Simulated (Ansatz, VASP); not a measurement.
Sb2As in VASP and in Ansatz

```
CELL_PARAMETERS angstrom
5.90914 0.00000 0.00000
0.00000 7.56679 0.00000
0.00000 0.00000 3.79002
ATOMIC_POSITIONS crystal
Sb 0.17441 0.36514 0.00000
Sb 0.82559 0.63486 0.00000
Sb 0.67441 0.13486 0.50000
Sb 0.32559 0.86514 0.50000
As 0.00000 0.00000 0.00000
As 0.50000 0.50000 0.50000
```

Alike in both runs: functional PBE; k mesh 4 × 4 × 4; occupations gaussian, width 0.1 eV; no spin polarisation.

Ansatz relaxed the structure, and its values are those at the end. VASP's run is a single point on that final structure, the one shown.

```csv
,VASP,Ansatz
version,VASP 6.6.1,Ansatz 0.2.0
potentials or method,"VASP PAW PBE potentials, release 64 (Sb, As), cutoff 520 eV","scalar-relativistic, plane waves, PAW"
valence electrons in the cell,30,90
```

|  | VASP | Ansatz | Ansatz less VASP |
| --- | --- | --- | --- |
| gap on the k mesh at the Fermi level (eV) | none | none | - |
| pressure (GPa) | 0.1 | 0.1 | 0.00 |
| rms of the force components (eV/Å) | 0.010 | 0.010 | -0.0001 |

A gap of «none» marks a metal or a gap that the smearing closes. With one functional, cell and mesh, what is left measures potentials, basis and numerics. VASP's potentials hold 30 valence electrons a cell and Ansatz's 90, so a difference there can come from the potentials and not from the codes.

The k mesh is coarse, so the values compare programs but aren't converged. Spin-orbit coupling is off throughout.
